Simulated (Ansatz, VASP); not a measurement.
Two plane-wave programs on Te

Contents of INCAR:

```
ALGO = Normal
EDIFF = 1E-6
EDIFFG = -0.01
ENCUT = 600
GGA = CA
IBRION = 2
ISIF = 3
ISMEAR = -1
LASPH = T
LCHARG = F
LREAL = F
LWAVE = F
NELM = 100
NSW = 80
PREC = Accurate
SIGMA = 0.1
```

Contents of KPOINTS:

```
k-points
0
Gamma
  11 11 6
```

The input POSCAR:

```
Te
1.0
    3.4420649897      0.0000000000      0.0000000000
   -1.7210324948      2.9809157225      0.0000000000
    0.0000000000      0.0000000000      5.6208921281
Te
2
Direct
    0.3333333333      0.6666666667      0.2500000000
    0.6666666667      0.3333333333      0.7500000000
```

Input for Ansatz:

```yaml
crystal:
  lattice:
    - [3.4420649897, 0.0, 0.0]
    - [-1.7210324948, 2.9809157225, 0.0]
    - [0.0, 0.0, 5.6208921281]
  atoms:
    - { symbol: Te, position: [0.3333333333, 0.6666666667, 0.25] }
    - { symbol: Te, position: [0.6666666667, 0.3333333333, 0.75] }
hamiltonian:
  xc: lda
  pseudopotentials:
    kind: paw
    azcp:
      Te: "pseudopotentials/Te.paw.azcp"
basis:
  ecutwfc: 420
  fft_grid_basis: typed
kpoints:
  mp_grid: { grid: [11, 11, 6], shift: [0, 0, 0] }
magnetization:
  spin_polarized: false
scf:
  occupations: { method: fermi_dirac, width: 0.1 }
relax:
  max_steps: 60
  f_tol: 0.01
  cell: {}
output:
  write_density: true
  write_potential: true
  elf: true
  volumetric_format: npy
```

Alike in both runs: task relaxation of cell and atoms; functional LDA; k mesh 11 × 11 × 6; occupations fermi-dirac, width 0.1 eV; no spin polarisation.

|  | VASP | Ansatz |
| --- | --- | --- |
| version | VASP 6.6.1 | Ansatz 0.2.0 |
| potentials or method | VASP PAW LDA potentials, release 64 (Te), cutoff 600 eV | plane waves (420 eV) with PAW, scalar-relativistic |
| valence electrons in the cell | 12 | 32 |

Ansatz gave:

| Item | Value |
| --- | --- |
| relaxed volume (Å³/atom) | 28.83 |
| relaxed length of the cell vector where the two differ most in proportion (Å) | 4.403 |

Q: Which values does VASP return?

A: Relaxed volume (Å³/atom): 28.87; relaxed length of the cell vector where the two differ most in proportion (Å): 4.409.

Ansatz warns that its potentials were made for another functional, while VASP's fit it. LDA's correlation is that of Perdew and Zunger in VASP and of Perdew and Wang (1992) in Ansatz. VASP's potentials hold 12 valence electrons a cell and Ansatz's 32, so a difference there can come from the potentials and not from the codes.

Spin-orbit coupling is off throughout.
